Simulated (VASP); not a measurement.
Here is a VASP 6.6.1 calculation.

File INCAR:

```
PREC = Accurate
ENCUT = 520
EDIFF = 1E-6
ISMEAR = 0
SIGMA = 0.1
LREAL = Auto
LASPH = T
NELM = 100
ALGO = Fast
ISIF = 2
LWAVE = F
LCHARG = T
GGA = PE
LELF = T
LVHAR = T
NBANDS = 40
```

The input KPOINTS:

```
Automatic mesh
0
Gamma
  5 5 5
```

File POSCAR:

```
Al
1.0
    4.0416208963     -4.0416208963      4.0416208963
   -4.0416208963     -4.0416208963     -4.0416208963
    4.0416208963      4.0416208963     -4.0416208963
Al
17
Direct
    0.4821018599      0.7168805342      0.7357513777
    0.7679024642      0.7674302553      0.5010875827
    0.7660175862      0.5428366954      0.7237771224
    0.0433289574      0.8202656623      0.2782738793
   -0.0090663203      0.4906266661      0.4535653888
    0.0433180999      0.2656146957      0.7236580003
    0.2605507569      0.7600036812      0.0011004771
    0.3208754023      0.5430884991      0.2783701115
    0.2675882210      0.2674603362      0.5007674165
    0.2173992887     -0.0179255740      0.7359945411
    0.5386240424      0.4906896141      0.0009000512
    0.4820948762      0.2469422166      0.2658303516
    0.5385841640      0.0383100917      0.5485629424
    0.6316046399      0.1310901362      0.0011178526
    0.7471196341     -0.0182349289      0.2660403608
   -0.0091026093      0.0379277735      0.0009339468
   -0.0797912943      0.4194850050      0.0012661340
```

Potentials or basis: VASP PAW PBE potentials, release 64 (Al).

The run is started by

```bash
$ cat potpaw_PBE.64/Al/POTCAR > POTCAR
$ mpirun -np 1 vasp_std > vasp.out
```

Estimate the band gap on the k mesh.

zero (an odd number of electrons rules out a gap without spin polarisation).

What does it give for the pressure?

10.8 GPa.

Stress tensor (GPa, compression positive):
```
10.62  0.00  0.00
 0.00 11.13  0.00
 0.00  0.00 10.62
```

Caveat: the cell differs from its parent crystal (with an interstitial atom, then relaxed in part).
